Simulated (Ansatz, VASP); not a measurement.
# Zr: VASP beside Ansatz

```
Zr
1.0
     0.00000    2.26348    2.26348
     2.26348    0.00000    2.26348
     2.26348    2.26348    0.00000
Zr
1
Direct
  0.00000 0.00000 0.00000
```

Alike in both runs: functional PBE; k mesh 16 × 16 × 16; occupations gaussian, width 0.1 eV; no spin polarisation.

Ansatz relaxed the structure, and its values are those at the end. VASP's run is a single point on that final structure, the one shown.

```csv
,VASP,Ansatz
version,VASP 6.6.1,Ansatz 0.2.0
potentials or method,"VASP PAW PBE potentials, release 64 (Zr_sv), cutoff 520 eV","scalar-relativistic, plane waves, PAW"
valence electrons in the cell,12,12
```

```csv
,VASP,Ansatz,Ansatz less VASP
gap on the k mesh at the Fermi level (eV),none,none,-
pressure (GPa),0.0,0.0,-0.02
```

A gap of «none» marks a metal or a gap that the smearing closes. The functional is the same, so the differences come from potentials, cutoffs and numerics.
